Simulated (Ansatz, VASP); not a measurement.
## PbO2: VASP beside Ansatz

```xyz
3
Lattice="0.0000 2.6906 2.6906 2.6906 0.0000 2.6906 2.6906 2.6906 0.0000" Properties=species:S:1:pos:R:3 pbc="T T T"
Pb    0.0000    0.0000    0.0000
O     1.3453    1.3453    1.3453
O     4.0359    4.0359    4.0359
```

Alike in both runs: task single point; functional PBEsol; k mesh 14 × 14 × 14; occupations gaussian, width 0.1 eV; no spin polarisation.

|  | VASP | Ansatz |
| --- | --- | --- |
| version | VASP 6.6.1 | Ansatz 0.2.0 |
| potentials or method | VASP PAW PBE potentials, release 64 (Pb_d, O), cutoff 520 eV | scalar-relativistic, plane waves, PAW |
| valence electrons in the cell | 26 | 26 |

|  | VASP | Ansatz | Ansatz less VASP |
| --- | --- | --- | --- |
| gap on the k mesh at the Fermi level (eV) | none | none | - |
| pressure (GPa) | -4.0 | -4.2 | -0.21 |

VASP's potentials were made for PBE, not for PBEsol. A gap of «none» marks a metal or a gap that the smearing closes.

Neither program's run includes spin-orbit coupling.
